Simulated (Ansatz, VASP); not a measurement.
## CoO in VASP and in Ansatz

File INCAR:

```
ALGO = Normal
EDIFF = 1E-6
ENCUT = 520
GGA = PE
ISIF = 2
ISMEAR = -1
ISPIN = 2
LASPH = T
LCHARG = F
LMAXMIX = 4
LORBIT = 11
LREAL = F
LUSENCCL = F
LWAVE = F
MAGMOM = 2 0
NBANDS = 18
NELM = 150
PREC = Accurate
SIGMA = 0.05
```

Contents of KPOINTS:

```
k-points
0
Gamma
  10 10 10
```

Contents of POSCAR:

```
CoO
1.0
    0.0000000000      2.3436418400      2.3436418400
    2.3436418400      0.0000000000      2.3436418400
    2.3436418400      2.3436418400      0.0000000000
Co O
1 1
Direct
    0.0031720000     -0.0004020000      0.0018790000
    0.2405880000      0.2397490000      0.2705670000
```

Contents of input.yaml:

```yaml
crystal:
  lattice:
    - [0.0, 2.34364184, 2.34364184]
    - [2.34364184, 0.0, 2.34364184]
    - [2.34364184, 2.34364184, 0.0]
  atoms:
    - { symbol: Co, position: [0.003172, -0.000402, 0.001879], spin: 2.0 }
    - { symbol: O, position: [0.240588, 0.239749, 0.270567] }
hamiltonian:
  xc: pbe
  pseudopotentials: { kind: paw }
magnetization:
  spin_polarized: true
kpoints:
  mp_grid: { grid: [10, 10, 10] }
scf:
  occupations: { method: fermi_dirac, width: 0.05 }
output:
  forces: true
  stress: true
  eigenvalues: true
```

Change from the starting cell: atoms moved at random, drawn with an rms of 0.05 Å.

Alike in both runs: task single point; functional PBE; k mesh 10 × 10 × 10; occupations fermi-dirac, width 0.05 eV; collinear spin.

|  | VASP | Ansatz |
| --- | --- | --- |
| version | VASP 6.6.1 | Ansatz 0.2.0 |
| potentials or method | VASP PAW PBE potentials, release 64 (Co, O) | Ansatz PAW |
| plane-wave cutoff (eV) | 520 | 420 |
| valence electrons in the cell | 15 | 23 |

|  | VASP | Ansatz | Ansatz less VASP |
| --- | --- | --- | --- |
| gap on the k mesh at the Fermi level (eV) | none | none | - |
| pressure (GPa) | -12.2 | -12.2 | +0.06 |
| traceless stress, the component that is largest in VASP (GPa) | 1.01 | 1.02 | +0.009 |
| rms of the force components (eV/Å) | 0.120 | 0.114 | -0.0060 |
| net moment per atom (μB) | 1.49 | 1.49 | +0.004 |
| size of the moment on the site where the two differ most (μB) | 2.54 | 2.39 | -0.153 |

Site moments also hang on the region over which each program counts them. Atom by atom the forces differ by 0.006 eV/Å (rms over components). A gap of «none» marks a metal or a gap that the smearing closes. The functional is the same, so the differences come from potentials, cutoffs and numerics. VASP's potentials hold 15 valence electrons a cell and Ansatz's 23, so a difference there can come from the potentials and not from the codes.
